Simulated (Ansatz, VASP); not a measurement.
## Na2S in VASP and in Ansatz

```
Na S
1.0
     0.00000    3.15002    3.15002
     3.15002    0.00000    3.15002
     3.15002    3.15002    0.00000
Na S
2 1
Direct
  0.25000 0.25000 0.25000
  0.75000 0.75000 0.75000
  0.00000 0.00000 0.00000
```

Alike in both runs: task single point; functional PBEsol; k mesh 8 × 8 × 8; occupations gaussian, width 0.02 eV; no spin polarisation.

|  | VASP | Ansatz |
| --- | --- | --- |
| version | VASP 6.6.1 | Ansatz 0.2.0 |
| potentials or method | VASP PAW PBE potentials, release 64 (Na_pv, S), cutoff 500 eV | scalar-relativistic, plane waves, PAW |
| valence electrons in the cell | 20 | 24 |

```tsv
	VASP	Ansatz	Ansatz less VASP
gap on the k mesh at the Fermi level (eV)	2.74	2.75	+0.005
least direct gap on the mesh (eV)	2.74	2.75	+0.005
pressure (GPa)	3.5	3.4	-0.08
```

VASP's potentials were made for PBE, not for PBEsol. VASP's potentials hold 20 valence electrons a cell and Ansatz's 24, so a difference there can come from the potentials and not from the codes.
